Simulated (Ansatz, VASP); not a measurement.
EuO in VASP and in Ansatz

POSCAR

```
EuO
1.0
    0.0000000000      2.5719519658      2.5719519658
    2.5719519658      0.0000000000      2.5719519658
    2.5719519658      2.5719519658      0.0000000000
Eu O
1 1
Direct
    0.5000000000      0.5000000000      0.5000000000
    0.0000000000      0.0000000000      0.0000000000
```

INCAR.step1

```
SYSTEM = EuO
PREC     = Accurate       ! precision mode
ENCUT    = 520            ! plane-wave cutoff, eV
EDIFF    = 1E-5           ! SCF threshold, eV
ISMEAR   = 0              ! smearing method
SIGMA    = 0.05           ! smearing width, eV
LREAL    = .False.        ! projectors in reciprocal space
LASPH    = .True.         ! aspherical terms in the spheres
NELM     = 200            ! most SCF steps
ALGO     = Normal         ! electronic algorithm
ISIF     = 2              ! what is computed and relaxed
LWAVE    = .True.         ! write WAVECAR
ISPIN    = 2              ! spin polarisation
MAGMOM   = 7.43 0         ! initial moments
LORBIT   = 11             ! projections on sites
LMAXMIX  = 6              ! l up to which the mixer works
GGA      = PE             ! functional
NBANDS   = 22             ! bands
GGA_COMPAT= .False.      
KPAR     = 4
```

Contents of INCAR.step2:

```
SYSTEM = EuO
PREC     = Accurate       ! precision mode
ENCUT    = 520            ! plane-wave cutoff, eV
EDIFF    = 1E-6           ! SCF threshold, eV
ISMEAR   = 0              ! smearing method
SIGMA    = 0.05           ! smearing width, eV
LREAL    = .False.        ! projectors in reciprocal space
LASPH    = .True.         ! aspherical terms in the spheres
NELM     = 200            ! most SCF steps
ALGO     = Normal         ! electronic algorithm
ISIF     = 2              ! what is computed and relaxed
LWAVE    = .False.        ! write WAVECAR
LCHARG   = .True.         ! write CHGCAR
ISPIN    = 2              ! spin polarisation
MAGMOM   = 7.43 0         ! initial moments
LORBIT   = 11             ! projections on sites
LMAXMIX  = 6              ! l up to which the mixer works
GGA      = PE             ! functional
LHFCALC  = .True.         ! exact exchange
AEXX     = 0.15           ! exact-exchange fraction
PRECFOCK = Normal       
LVHAR    = .True.       
ISTART   = 1            
NBANDS   = 22             ! bands
GGA_COMPAT= .False.      
KPAR     = 4
```

KPOINTS

```
Automatic mesh
0
Gamma
  6 6 6
  0 0 0
```

Input for Ansatz:

```yaml
crystal:
  lattice:
    - [0.0, 2.5719519658, 2.5719519658]
    - [2.5719519658, 0.0, 2.5719519658]
    - [2.5719519658, 2.5719519658, 0.0]
  atoms:
    - { symbol: Eu, position: [0.5, 0.5, 0.5], spin: 7.43 }
    - { symbol: O, position: [0.0, 0.0, 0.0] }
basis:
  ecutwfc: 420
  ecutrho_ratio: 4
kpoints:
  mp_grid: { grid: [6, 6, 6] }
hamiltonian:
  xc: { exchange: pbe, correlation: pbe, exx: { coeff: 0.15 } }
scf:
  occupations: { method: gaussian, width: 0.05 }
  n_extra_bands: 13
output:
  forces: true
  stress: true
  eigenvalues: true
  populations: true
  hubbard: { sites: [{ species: Eu, l: f }] }
  dos: { projected: true, de: 0.02 }
  write_density: true
  write_potential: true
  elf: true
  volumetric_format: npy
magnetization:
  spin_polarized: true
checkpoint:
  read: start.run
  write: ck
  compress: false
  write_wavefunctions: false
  write_every: 100000
```

Alike in both runs: task single point; functional PBE-based global hybrid with a share of 0.15 of exact exchange; k mesh 6 × 6 × 6; occupations gaussian, width 0.05 eV; collinear spin.

|  | VASP | Ansatz |
| --- | --- | --- |
| version | VASP 6.6.1 | Ansatz 0.2.0 |
| potentials or method | VASP PAW PBE potentials, release 64 (Eu, O), cutoff 520 eV | scalar-relativistic, plane waves, PAW |
| valence electrons in the cell | 23 | 23 |

```csv
,VASP,Ansatz,Ansatz less VASP
gap on the k mesh at the Fermi level (eV),none,none,-
pressure (GPa),-3.0,-2.2,+0.83
net moment per atom (μB),3.50,3.50,0.000
size of the moment on the site where the two differ most (μB),6.67,6.73,+0.055
```

VASP's potentials were made for PBE, not for PBE-based global hybrid. Site moments also hang on the region over which each program counts them. A gap of «none» marks a metal or a gap that the smearing closes. Ansatz's warnings: filled band counts differ across k points, stability check not made, stress exchange threshold loose, stress scf threshold loose.

Neither program's run includes spin-orbit coupling.
